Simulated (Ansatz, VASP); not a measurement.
# One calculation of SrTiO3, two programs

```
Sr Ti O
1.0
    -2.74354    2.72983    3.90431
     2.74354   -2.72983    3.90431
     2.74354    2.72983   -3.90431
Sr Ti O
2 2 6
Direct
  0.75000 0.25000 0.50000
  0.25000 0.75000 0.50000
  0.00000 0.00000 0.00000
  0.50000 0.50000 0.00000
  0.25000 0.25000 0.00000
  0.75000 0.75000 0.00000
  0.72535 0.22535 0.95071
  0.22535 0.27465 0.50000
  0.27465 0.77465 0.04929
  0.77465 0.72535 0.50000
```

Change from the starting cell: strain -0.0050 x Voigt [0, 1, 0, 0, 0, 0], atoms carried along.

Alike in both runs: task single point; functional PBEsol; k mesh 8 × 8 × 8; occupations gaussian, width 0.05 eV; no spin polarisation.

```csv
,VASP,Ansatz
version,VASP 6.6.1,Ansatz 0.2.0
potentials or method,"VASP PAW PBE potentials, release 64 (Sr_sv, Ti_sv, O), cutoff 520 eV","scalar-relativistic, plane waves, PAW"
valence electrons in the cell,80,80
```

|  | VASP | Ansatz | Ansatz less VASP |
| --- | --- | --- | --- |
| gap on the k mesh at the Fermi level (eV) | 1.94 | 1.97 | +0.031 |
| least direct gap on the mesh (eV) | 1.95 | 1.98 | +0.031 |
| pressure (GPa) | 1.7 | 1.0 | -0.72 |
| traceless stress, the component that is largest in VASP (GPa) | 0.77 | 0.78 | +0.007 |
| rms of the force components (eV/Å) | 0.002 | 0.004 | +0.0017 |

VASP's potentials were made for PBE, not for PBEsol. Atom by atom the forces differ by 0.002 eV/Å (rms over components). The functional is the same, so the differences come from potentials, cutoffs and numerics.
